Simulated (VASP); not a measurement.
W: single point with LDA

Crystal: W.

```
W
1.0
    -1.55004    1.55004    1.55004
     1.55004   -1.55004    1.55004
     1.55004    1.55004   -1.55004
W
1
Direct
  0.00000 0.00000 0.00000
```

This cell differs from its parent crystal: volume scaled by 0.94.

* Program: VASP 6.6.1
* Task: single point
* Functional: LDA
* Potentials or basis: VASP PAW LDA potentials, release 64 (W_sv)
* Cutoff: 520 eV
* k mesh: 12 × 12 × 12
* Occupations: fermi-dirac, width 0.05 eV
* Spin: no spin polarisation

| Property | Result |
| --- | --- |
| Pressure | 13.7 GPa |
| Band gap on the k mesh | zero (band 7 reaches 17.88 eV, above the bottom of band 8 at 10.89 eV) |

Levels at points of the mesh, in eV from the Fermi level:
| k point | band 5 | band 6 | band 7 | band 8 | band 9 | band 10 |
| --- | --- | --- | --- | --- | --- | --- |
| (0.00, 0.00, 0.00) | -9.90 | -1.38 | -1.38 | -1.38 | 2.32 | 2.32 |
| (0.50, 0.00, 0.00) | -6.69 | -3.91 | 1.06 | 2.27 | 3.31 | 6.71 |
| (0.50, 0.50, 0.50) | -6.39 | -6.39 | 5.61 | 5.61 | 5.61 | 8.86 |

Wall time 7.1 s on 1 thread of Intel Xeon 6975P-C (shared host), peak memory 0.13 GiB.

Caveat: spin-orbit coupling is left out, which moves the levels of the heavy elements.
